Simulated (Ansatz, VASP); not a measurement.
TaN in VASP and in Ansatz

```xyz
8
Lattice="1.4619 -2.5321 0.0000 0.0000 0.0000 -2.8705 10.6769 6.1643 0.0000" Properties=species:S:1:pos:R:3 pbc="T T T"
Ta    8.7718    3.3763   -1.4352
Ta    1.4621    0.8441   -1.4352
Ta    4.3859    0.8441   -1.4352
Ta    5.8479    3.3763   -1.4352
N     1.4621   -0.8440    0.0000
N     2.9240    1.6882    0.0000
N     5.8479    1.6882    0.0000
N     7.3098    4.2203    0.0000
```

Alike in both runs: task single point; functional PBEsol; k mesh 15 × 15 × 5; occupations gaussian, width 0.15 eV; no spin polarisation.

|  | VASP | Ansatz |
| --- | --- | --- |
| version | VASP 6.6.1 | Ansatz 0.2.0 |
| potentials or method | VASP PAW PBE potentials, release 64 (Ta_pv, N), cutoff 520 eV | scalar-relativistic, plane waves, PAW |
| valence electrons in the cell | 64 | 72 |

|  | VASP | Ansatz | Ansatz less VASP |
| --- | --- | --- | --- |
| gap on the k mesh at the Fermi level (eV) | none | none | - |
| pressure (GPa) | -7.8 | -8.4 | -0.68 |
| traceless stress, the component that is largest in VASP (GPa) | 3.84 | 3.91 | +0.072 |
| rms of the force components (eV/Å) | 0.860 | 0.868 | +0.0080 |

VASP's potentials were made for PBE, not for PBEsol, and Ansatz warns of the same on its side. Atom by atom the forces differ by 0.014 eV/Å (rms over components). A gap of «none» marks a metal or a gap that the smearing closes. VASP's potentials hold 64 valence electrons a cell and Ansatz's 72, so a difference there can come from the potentials and not from the codes.

Neither program's run includes spin-orbit coupling.
